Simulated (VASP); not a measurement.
Runs of VASP 6.6.1 on TaN. The structure is that of space group P-62m (No. 189), or close to it. The cells are those of the table. 

```tsv
cell	gap on the mesh (eV)	pressure (GPa)	largest force (eV/Å)
a = 5.054, b = 5.054, c = 2.831 Å, angles 90.0, 90.0, 120.0°, 6 atoms	none	(a)	0.40
a = 5.126, b = 5.126, c = 2.872 Å, angles 90.0, 90.0, 120.0°, 6 atoms	none	15.6	0.19
a = 5.396, b = 5.396, c = 3.023 Å, angles 90.0, 90.0, 120.0°, 6 atoms	none	-28.0	0.42
a = 5.331, b = 5.331, c = 2.987 Å, angles 90.0, 90.0, 120.0°, 6 atoms	none	-20.3	(b)
a = 4.979, b = 4.979, c = 2.790 Å, angles 90.0, 90.0, 120.0°, 6 atoms	none	56.0	0.63
```

Alike in all rows: task single point; level PBE+D4; potentials or basis VASP PAW PBE potentials, release 64 (Ta_pv, N); no spin polarisation; k mesh 5 × 5 × 8; cutoff (eV) 520; smearing fermi-dirac 0.1 eV.

Question: Estimate the missing entries.

Answer: (a) 33.7; (b) 0.29.

Caveats: spin-orbit coupling is left out, which moves the levels of the heavy elements; pairwise dispersion overbinds metals, which lowers pressure and volume.

A k mesh can miss the band edges, and the runs leave out spin-orbit coupling on Ta.

A gap of «none» marks levels without a gap at the run's occupations.
